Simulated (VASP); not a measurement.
Wanted: the native input for a VASP 6.6.1 run.

| Property | Result |
| --- | --- |
| Task | single point |
| Functional | PBE |
| Potentials or basis | VASP PAW PBE potentials, release 64 (Na_pv, I) |
| Cutoff | 520 eV |
| k mesh | 10 × 10 × 10 |
| Occupations | gaussian, width 0.05 eV |
| Spin | no spin polarisation |
| Dipole correction | no |
| Further INCAR settings | ALGO = Normal; EDIFF = 1e-06; NBANDS = 14 |

The structure of NaI lies in POSCAR:

```
NaI
1.0
    0.0000000000      3.2471522385      3.2471522385
    3.2471522385      0.0000000000      3.2471522385
    3.2471522385      3.2471522385      0.0000000000
Na I
1 1
Direct
    0.0000000000      0.0000000000      0.0000000000
    0.5000000000      0.5000000000      0.5000000000
```

The input as run:

INCAR

```
SYSTEM = NaI
PREC = Accurate
ENCUT = 520
EDIFF = 1E-6
ISMEAR = 0
SIGMA = 0.05
LREAL = .False.
LASPH = .True.
NELM = 60
ALGO = Normal
ISIF = 2
LWAVE = .False.
LCHARG = .False.
GGA = PE
NBANDS = 14
```

KPOINTS

```
regular mesh
0
Gamma
  10 10 10
  0 0 0
```

Potentials or basis: VASP PAW PBE potentials, release 64 (Na_pv, I).

The run is started by

```bash
$ cat potpaw_PBE.64/Na_pv/POTCAR potpaw_PBE.64/I/POTCAR > POTCAR
$ mpirun -np 1 vasp_std > vasp.out
```

It gave:

The pressure is 0.3 GPa. The band gap on the k mesh is 3.61 eV.

Caveat: spin-orbit coupling is left out, which moves the levels of the heavy elements.

Run time: 14 s on 1 thread of Intel(R) Xeon(R) 6975P-C (Granite Rapids), with other jobs on the host, peak memory 0.22 GiB.
